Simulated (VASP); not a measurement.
# SiC (P6_3mc) in VASP: a series of runs

SiC is run at these levels: HSE06, PBE, LDA; tasks: single point.

Everything below comes from runs of VASP 6.6.1. Logs are shortened: lines on timing, memory, paths and dates and some standing lists are left out, and cuts for length are marked.

**1. The cell of the first run**

The structure is hexagonal, space group P6_3mc (No. 186). Conventional cell: a = 3.071 Å, b = 3.071 Å, c = 5.036 Å, α = 90.00°, β = 90.00°, γ = 120.00°. Si (site symmetry 3m) has 4 C at 1.88 to 1.89 Å within 2.5 Å. Within 2.5 Å of C (site symmetry 3m) lie 4 Si at 1.88 to 1.89 Å.

**2. Single point, HSE06**

The input, POSCAR:

```
SiC
1.0
    3.0712934882      0.0000000000      0.0000000000
   -1.5356467441      2.6598181832      0.0000000000
    0.0000000000      0.0000000000      5.0355108507
Si C
2 2
Direct
    0.3333333333      0.6666666667     -0.0005458509
    0.6666666667      0.3333333333      0.4994541491
    0.3333333333      0.6666666667      0.3755458509
    0.6666666667      0.3333333333      0.8755458509
```

The input, INCAR.step1:

```
ALGO = Normal
EDIFF = 1E-5
ENCUT = 520
GGA = PE
ISIF = 2
ISMEAR = -1
LASPH = T
LREAL = F
LWAVE = T
NBANDS = 16
NELM = 60
PREC = Accurate
SIGMA = 0.02
```

The input, INCAR.step2:

```
ALGO = Normal
EDIFF = 1E-7
ENCUT = 520
GGA = PE
HFSCREEN = 0.2079
ISIF = 2
ISMEAR = -1
ISTART = 1
LASPH = T
LCHARG = T
LELF = T
LHFCALC = T
LREAL = F
LVHAR = T
LWAVE = F
NBANDS = 16
NELM = 60
PREC = Accurate
PRECFOCK = Normal
SIGMA = 0.02
```

The input, KPOINTS:

```
k-points
0
Gamma
  6 6 4
```

Potentials or basis: VASP PAW PBE potentials, release 64 (Si, C).

Run with:

```bash
$ cat potpaw_PBE.64/Si/POTCAR potpaw_PBE.64/C/POTCAR > POTCAR
$ cp INCAR.step1 INCAR
$ mpirun -np 1 vasp_std > vasp.out
$ cp INCAR.step2 INCAR
$ mpirun -np 1 vasp_std > vasp.out
```

OUTCAR:

```text
EDIFF = 1E-7
   ENCUT = 520
   GGA = PE
   HFSCREEN = 0.2079
   ISIF = 2
   ISMEAR = -1
   ISTART = 1
   LASPH = T
   LHFCALC = T
   LREAL = F
   NELM = 60
   PREC = Accurate
   PRECFOCK = Normal

 ion  position               nearest neighbor table
   1  0.333  0.667  0.999-   4 1.88   4 1.88   4 1.88   3 1.89   2 3.08   2 3.08   2 3.08   2 3.08
                             2 3.08   2 3.08
   2  0.667  0.333  0.499-   3 1.88   3 1.88   3 1.88   4 1.89   1 3.08   1 3.08   1 3.08   1 3.08
                             1 3.08   1 3.08
   3  0.333  0.667  0.376-   2 1.88   2 1.88   2 1.88   1 1.89
   4  0.667  0.333  0.876-   1 1.88   1 1.88   1 1.88   2 1.89

  LATTYP: Found a hexagonal cell.
 ALAT       =     3.0712934882
 C/A-ratio  =     1.6395407570

  Lattice vectors:

 A1 = (   3.0712934882,   0.0000000000,   0.0000000000)
 A2 = (  -1.5356467441,   2.6598181832,   0.0000000000)
 A3 = (   0.0000000000,   0.0000000000,   5.0355108507)

Analysis of symmetry for initial positions (statically):
=====================================================================
 Subroutine PRICEL returns:
 Original cell was already a primitive cell.

 Routine SETGRP: Setting up the symmetry group for a
 hexagonal supercell.

 Subroutine GETGRP returns: Found 12 space group operations
 (whereof  6 operations were pure point group operations)
 out of a pool of 24 trial point group operations.

The static configuration has the point symmetry C_3v.
 The point group associated with its full space group is C_6v.

Analysis of symmetry for dynamics (positions and initial velocities):
=====================================================================
 Subroutine PRICEL returns:
 Original cell was already a primitive cell.

 Routine SETGRP: Setting up the symmetry group for a
 hexagonal supercell.

 Subroutine GETGRP returns: Found 12 space group operations
 (whereof  6 operations were pure point group operations)
 out of a pool of 24 trial point group operations.

The dynamic configuration has the point symmetry C_3v.
 The point group associated with its full space group is C_6v.

 Subroutine INISYM returns: Found 12 space group operations
 (whereof  6 operations are pure point group operations),
 and found     1 'primitive' translations

----------------------------------------------------------------------------------------

                                     Primitive cell
[... 100 lines left out ...]
   TEBEG  =    0.0;   TEEND  =   0.0 temperature during run
   PSTRESS=    0.0 pullay stress
   NELECT =      16.0000    total number of electrons
   NUPDOWN=      -1.0000    fix difference up-down
   EMIN   =  10.00;   EMAX   =-10.00  energy-range for DOS
   EFERMI =   0.00;   METHOD = LEGACY
   ISMEAR =    -1;   SIGMA  =   0.02  broadening in eV -4-tet -1-fermi 0-gaus
   EFERMI_NEDOS =   21; number of points for ismear=-14 and -15
   IALGO  =     38    algorithm
   IMIX   =      1    mixing-type and parameters
     AMIX     =   0.40;   BMIX     =  1.00
     AMIX_MAG =   1.60;   BMIX_MAG =  1.00
  volume/ion in A,a.u.               =      10.28        69.40
  Fermi-wavevector in a.u.,A,eV,Ry     =   1.195022  2.258264 19.430174  1.428078
  Thomas-Fermi vector in A             =   2.330998
   LORBIT       =      0    0 simple, 1 ext, 2 COOP (PROOUT), +10 PAW based schemes
   GGA     = PE    functional components
   LHFCALC =     T    Hartree Fock is set to
   PRECFOCK=normal    Normal, Fast or Accurate (Low or Medium for compatibility)
   ENCUT4O =  -1.0   cutoff for four orbital integrals eV
   NKREDX  =     1    reduce k-point grid by
   NKREDY  =     1    reduce k-point grid by
   NKREDZ  =     1    reduce k-point grid by
   AEXX    =    0.2500 exact exchange contribution
   HFSCREEN=    0.2079 screening length (either q_TF or 0.3 A-1)
   HFSCREENC=   0.2079 screening length for correlation (either q_TF or 0.3 A-1)
   ENCUTFOCK=  -1.0 apply spherical cutoff to Coloumb kernel
   IVDW    =     0    specifies the selected vdW correction
   LEPSILON=     F    determine dielectric tensor
   LRPA    =     F    only Hartree local field effects (RPA)
 non-spin polarized calculation
  energy-cutoff  :      520.00
  volume of cell :       41.14
 maximum number of plane-waves:      1124
 NGX is ok and might be reduce to    24
  NGX = 18; NGY = 18; NGZ = 30

 number of electron      16.0000000 magnetization

 Free energy of the ion-electron system (eV)
  ---------------------------------------------------
  ext. energy  EPLUGINS =         0.00000000
  ---------------------------------------------------
  free energy    TOTEN  =       -34.83144868 eV

  energy without entropy =      -34.83144868  energy(sigma->0) =      -34.83144868

 E-fermi :   8.1907     XC(G=0):  -9.3690

 val. band max:        7.7220666913   @ k =   0.0000   0.0000   0.0000
 cond. band min:      10.8914373286   @ k =   0.3333   0.3333   0.0000
 fundamental gap:      3.1693706373
 Fermi energy:         8.1907388129

 k-point     1 :       0.0000    0.0000    0.0000
  band No.  band energies     occupation
      1      -9.4931      2.00000
      2      -5.6169      2.00000
      3      -1.8355      2.00000
      4       6.2532      2.00000
      5       6.2532      2.00000
      6       7.6228      2.00000
[... 376 lines left out ...]
      3      -0.7826      2.00000
      4      -0.7826      2.00000
      5       1.5569      2.00000
      6       1.5569      2.00000
[... 8 lines left out ...]
     15      20.7800      0.00000
     16      20.7800      0.00000

------------------------ aborting loop because EDIFF is reached ----------------------------------------

  FORCE on cell =-STRESS in cart. coord.  units (eV):
  Direction    XX          YY          ZZ          XY          YZ          ZX
  --------------------------------------------------------------------------------------
  -------------------------------------------------------------------------------------
  Total       -0.1007275     -0.1007275     -0.0880523      0.0000000      0.0000000      0.0000000
  in kB       -3.9232129     -3.9232129     -3.4295296      0.0000000      0.0000000      0.0000000
  external PRESSURE =      -3.7586518 kB  Pullay stress =       0.0000000 kB

 VOLUME and BASIS-vectors are now :
 -----------------------------------------------------------------------------
  energy-cutoff  :      520.00
  volume of cell :       41.14
      direct lattice vectors                 reciprocal lattice vectors
     3.071293488  0.000000000  0.000000000     0.325595715  0.187982774  0.000000000
    -1.535646744  2.659818183  0.000000000     0.000000000  0.375965548  0.000000000
     0.000000000  0.000000000  5.035510851     0.000000000  0.000000000  0.198589583

 POSITION                                       TOTAL-FORCE (eV/Angst)
 -----------------------------------------------------------------------------------
     -0.00000      1.77321      5.03276         0.000000     -0.000000     -0.002325
      1.53565      0.88661      2.51501        -0.000000      0.000000     -0.002325
     -0.00000      1.77321      1.89107        -0.000000      0.000000      0.002325
      1.53565      0.88661      4.40882         0.000000     -0.000000      0.002325
 -----------------------------------------------------------------------------------
    total drift:                                0.000000      0.000000     -0.000125

  FREE ENERGIE OF THE ION-ELECTRON SYSTEM (eV)
  ---------------------------------------------------
  free  energy   TOTEN  =       -34.8314486790 eV

  energy  without entropy=      -34.8314486790  energy(sigma->0) =      -34.83144868
```

OUTCAR.step1:

```text
EDIFF = 1E-5
   ENCUT = 520
   GGA = PE
   ISIF = 2
[... 627 lines left out ...]
     -0.00000      1.77321      5.03276         0.000000      0.000000      0.009848
      1.53565      0.88661      2.51501         0.000000     -0.000000      0.009848
     -0.00000      1.77321      1.89107         0.000000     -0.000000     -0.009848
      1.53565      0.88661      4.40882        -0.000000      0.000000     -0.009848
 -----------------------------------------------------------------------------------
    total drift:                               -0.000000      0.000000     -0.000008

  FREE ENERGIE OF THE ION-ELECTRON SYSTEM (eV)
  ---------------------------------------------------
  free  energy   TOTEN  =       -30.0872555156 eV

  energy  without entropy=      -30.0872555156  energy(sigma->0) =      -30.08725552
```

It took 19 min on 1 thread of Intel Xeon Platinum 8488C (Sapphire Rapids), shared host; peak memory 0.26 GiB.

Results:

| Quantity | Value |
| --- | --- |
| Free energy | -34.8314 eV |
| Pressure | -0.4 GPa |
| Band gap on the k mesh | 3.17 eV, indirect (least direct gap 5.07 eV) |

Forces on the atoms (eV/Å):
```
Si   0.000  0.000 -0.002
Si   0.000  0.000 -0.002
C    0.000  0.000  0.002
C    0.000  0.000  0.002
```

Caveat: the PAW data sets were made with another functional, which shifts forces and pressure a little. A k mesh can miss the band edges.

**3. Single point, PBE**

This run uses another cell than the first one, of 10.34 Å³/atom, 1.005 times its volume.

The input, INCAR:

```
PREC = Accurate
ENCUT = 520
EDIFF = 1E-6
ISMEAR = 0
SIGMA = 0.01
LREAL = False
LASPH = True
NELM = 80
ALGO = Normal
ISIF = 2
LWAVE = False
LCHARG = True
GGA = PE
LELF = True
LVHAR = True
NBANDS = 16
```

The input, KPOINTS:

```
Automatic mesh
0
Gamma
  6 6 4
```

The input, POSCAR:

```
SiC
1.0
    3.0753562471      0.0000000000      0.0000000000
   -1.5376781236      2.6633366356      0.0000000000
    0.0000000000      0.0000000000      5.0481080958
Si C
2 2
Direct
    0.3333333333      0.6666666667     -0.0004084052
    0.6666666667      0.3333333333      0.4995915948
    0.3333333333      0.6666666667      0.3754084052
    0.6666666667      0.3333333333      0.8754084052
```

Potentials or basis: VASP PAW PBE potentials, release 64 (Si, C).

Run with:

```bash
$ cat potpaw_PBE.64/Si/POTCAR potpaw_PBE.64/C/POTCAR > POTCAR
$ mpirun -np 1 vasp_std > vasp.out
```

Run time: 20 s. Hardware: 1 thread of Intel Xeon 8259CL, shared host; peak memory 0.15 GiB.

Results (log left out):

```
Free energy            : -30.0927 eV
Pressure               : 3.5 GPa
Largest force          : 0.004 eV/Å
Band gap on the k mesh : 2.27 eV, indirect (least direct gap 3.97 eV)
```

Forces in eV/Å, atoms in the order of the input:
```
Si   0.000  0.000 -0.004
Si   0.000  0.000 -0.004
C    0.000  0.000  0.004
C    0.000  0.000  0.004
```

Stress tensor (GPa, compression positive):
```
3.57 0.00 0.00
0.00 3.57 0.00
0.00 0.00 3.23
```

Levels at points of the mesh, in eV from the valence-band top:
```tsv
k point	band 5	band 6	band 7	band 8	band 9	band 10	band 11	band 12
(0.00, 0.00, 0.00)	-1.32	-0.11	0.00	0.00	4.81	6.21	6.67	6.67
(0.50, 0.00, 0.00)	-5.43	-3.32	-3.29	-1.20	2.78	4.22	6.88	7.13
(0.00, 0.00, 0.50)	-0.71	-0.71	-0.71	-0.71	5.90	5.90	7.35	7.35
(0.50, 0.00, 0.50)	-2.45	-2.45	-2.33	-2.33	3.28	3.28	5.25	5.25
```

A k mesh can miss the band edges. Expect the measured gap to be larger: semilocal functionals such as PBE lack the derivative discontinuity.

**4. Single point, LDA**

This run uses another cell than the first one, of 10.14 Å³/atom, 0.986 times its volume.

The input, INCAR:

```
PREC = Accurate ; ENCUT = 520
EDIFF = 1E-6 ; ISMEAR = -1
SIGMA = 0.02 ; LREAL = False
LASPH = True ; NELM = 60
ALGO = Normal ; ISIF = 2
LWAVE = False ; LCHARG = False
GGA = CA ; NBANDS = 16
```

The input, KPOINTS:

```
regular mesh
0
Gamma
  12 12 4
```

The input, POSCAR:

```
SiC
1.0
    3.0563720219      0.0000000000      0.0000000000
   -1.5281860110      2.6468958144      0.0000000000
    0.0000000000      0.0000000000      5.0158416979
Si C
2 2
Direct
    0.3333333333      0.6666666667     -0.0004068382
    0.6666666667      0.3333333333      0.4995931618
    0.3333333333      0.6666666667      0.3754068382
    0.6666666667      0.3333333333      0.8754068382
```

Potentials or basis: VASP PAW LDA potentials, release 64 (Si, C).

Run with:

```bash
$ cat potpaw_LDA.64/Si/POTCAR potpaw_LDA.64/C/POTCAR > POTCAR
$ mpirun -np 1 vasp_std > vasp.out
```

OUTCAR:

```text
PREC = Accurate
   ENCUT = 520
   EDIFF = 1E-6
   ISMEAR = -1
   LREAL = False
   LASPH = True
   NELM = 60
   ISIF = 2
   GGA = CA

 ion  position               nearest neighbor table
   1  0.333  0.667  1.000-   4 1.87   4 1.87   4 1.87   3 1.89   2 3.07   2 3.07   2 3.07   2 3.07
                             2 3.07   2 3.07
   2  0.667  0.333  0.500-   3 1.87   3 1.87   3 1.87   4 1.89   1 3.07   1 3.07   1 3.07   1 3.07
                             1 3.07   1 3.07
   3  0.333  0.667  0.375-   2 1.87   2 1.87   2 1.87   1 1.89
   4  0.667  0.333  0.875-   1 1.87   1 1.87   1 1.87   2 1.89

  LATTYP: Found a hexagonal cell.
 ALAT       =     3.0563720219
 C/A-ratio  =     1.6411096758

  Lattice vectors:

 A1 = (   3.0563720219,   0.0000000000,   0.0000000000)
 A2 = (  -1.5281860110,   2.6468958144,   0.0000000000)
 A3 = (   0.0000000000,   0.0000000000,   5.0158416979)

Analysis of symmetry for initial positions (statically):
=====================================================================
 Subroutine PRICEL returns:
 Original cell was already a primitive cell.

 Routine SETGRP: Setting up the symmetry group for a
 hexagonal supercell.

 Subroutine GETGRP returns: Found 12 space group operations
[... 170 lines left out ...]

 E-fermi :   8.8472     XC(G=0): -11.6329

 val. band max:        8.4349135703   @ k =   0.0000   0.0000   0.0000
 cond. band min:      10.5503726912   @ k =   0.3333   0.3333   0.0000
 fundamental gap:      2.1154591209
 Fermi energy:         8.8471909224

 k-point     1 :       0.0000    0.0000    0.0000
  band No.  band energies     occupation
      1      -7.1985      2.00000
      2      -3.5084      2.00000
      3      -0.3933      2.00000
      4       7.1096      2.00000
      5       7.1096      2.00000
      6       8.3204      2.00000
[... 433 lines left out ...]
      3       1.2164      2.00000
      4       3.1216      2.00000
      5       3.4687      2.00000
      6       5.6750      2.00000
[... 8 lines left out ...]
     15      20.0535      0.00000
     16      20.2474      0.00000

 [... further k-points ...]
[... 5 lines left out ...]
  --------------------------------------------------------------------------------------
  -------------------------------------------------------------------------------------
  Total        0.0995607      0.0995607      0.1044850     -0.0000000      0.0000000      0.0000000
  in kB        3.9310767      3.9310767      4.1255112     -0.0000000      0.0000000      0.0000000
  external PRESSURE =       3.9958882 kB  Pullay stress =       0.0000000 kB

 VOLUME and BASIS-vectors are now :
 -----------------------------------------------------------------------------
  energy-cutoff  :      520.00
  volume of cell :       40.58
      direct lattice vectors                 reciprocal lattice vectors
     3.056372022  0.000000000  0.000000000     0.327185301  0.188900522  0.000000000
    -1.528186011  2.646895814  0.000000000     0.000000000  0.377801043  0.000000000
     0.000000000  0.000000000  5.015841698     0.000000000  0.000000000  0.199368333

 POSITION                                       TOTAL-FORCE (eV/Angst)
 -----------------------------------------------------------------------------------
     -0.00000      1.76460      5.01380        -0.000000      0.000000     -0.000460
      1.52819      0.88230      2.50588         0.000000      0.000000     -0.000460
     -0.00000      1.76460      1.88298         0.000000      0.000000      0.000460
      1.52819      0.88230      4.39090        -0.000000     -0.000000      0.000460
 -----------------------------------------------------------------------------------
    total drift:                               -0.000000      0.000000     -0.000036

  FREE ENERGIE OF THE ION-ELECTRON SYSTEM (eV)
  ---------------------------------------------------
  free  energy   TOTEN  =       -33.2764667909 eV

  energy  without entropy=      -33.2764667909  energy(sigma->0) =      -33.27646679
```

stdout:

```text
POSCAR found type information on POSCAR SiC
 POSCAR found :  2 types and       4 ions
 scaLAPACK will be used
 LDA part: xc-table for (Slater(with rela. corr.)+CA(PZ))
 , standard interpolation
 POSCAR, INCAR and KPOINTS ok, starting setup
 FFT: planning ... GRIDC
 FFT: planning ... GRID_SOFT
 FFT: planning ... GRID
 WAVECAR not read
 entering main loop
```

Wall time 42 s (1 thread of Intel Xeon 8259CL, shared host); peak memory 0.15 GiB.

What came out:

```
Free energy            : -33.2765 eV
Pressure               : 0.4 GPa
Band gap on the k mesh : 2.12 eV, indirect (least direct gap 3.91 eV)
```

Levels at points of the mesh, in eV from the valence-band top:
| k point | band 4 | band 5 | band 6 | band 7 | band 8 | band 9 | band 10 | band 11 | band 12 | band 13 |
| --- | --- | --- | --- | --- | --- | --- | --- | --- | --- | --- |
| (0.00, 0.00, 0.00) | -1.33 | -1.33 | -0.11 | 0.00 | 0.00 | 4.92 | 6.42 | 6.67 | 6.67 | 7.82 |
| (0.50, 0.00, 0.00) | -6.32 | -5.51 | -3.37 | -3.36 | -1.20 | 2.71 | 4.16 | 6.95 | 7.11 | 10.12 |
| (0.00, 0.00, 0.50) | -4.46 | -0.72 | -0.72 | -0.72 | -0.72 | 6.00 | 6.00 | 7.35 | 7.35 | 7.35 |
| (0.50, 0.00, 0.50) | -8.37 | -2.48 | -2.48 | -2.35 | -2.35 | 3.25 | 3.25 | 5.23 | 5.23 | 10.39 |

A k mesh can miss the band edges. Expect the measured gap to be larger: semilocal functionals such as LDA lack the derivative discontinuity.

**5. Overview**

| level | potentials or basis | cell | k mesh | smearing | grid for exact exchange (PRECFOCK) | screening parameter | gap on the mesh (eV) | pressure (GPa) |
| --- | --- | --- | --- | --- | --- | --- | --- | --- |
| HSE06 | VASP PAW PBE potentials, release 64 (Si, C) | a = 3.071, b = 3.071, c = 5.036 Å, angles 90.0, 90.0, 120.0°, 4 atoms | 6 × 6 × 4 | fermi-dirac 0.02 eV | Normal | 0.2079 1/Å | 3.17 | -0.4 |
| PBE | VASP PAW PBE potentials, release 64 (Si, C) | a = 3.075, b = 3.075, c = 5.048 Å, angles 90.0, 90.0, 120.0°, 4 atoms | 6 × 6 × 4 | gaussian 0.01 eV | - | - | 2.27 | 3.5 |
| LDA | VASP PAW LDA potentials, release 64 (Si, C) | a = 3.056, b = 3.056, c = 5.016 Å, angles 90.0, 90.0, 120.0°, 4 atoms | 12 × 12 × 4 | fermi-dirac 0.02 eV | - | - | 2.12 | 0.4 |

Alike in all rows: task single point; no spin polarisation; cutoff (eV) 520.

Caveats: the PAW data sets were made with another functional, which shifts forces and pressure a little (some runs).

Absolute energies hang on the potentials; compare differences alone.
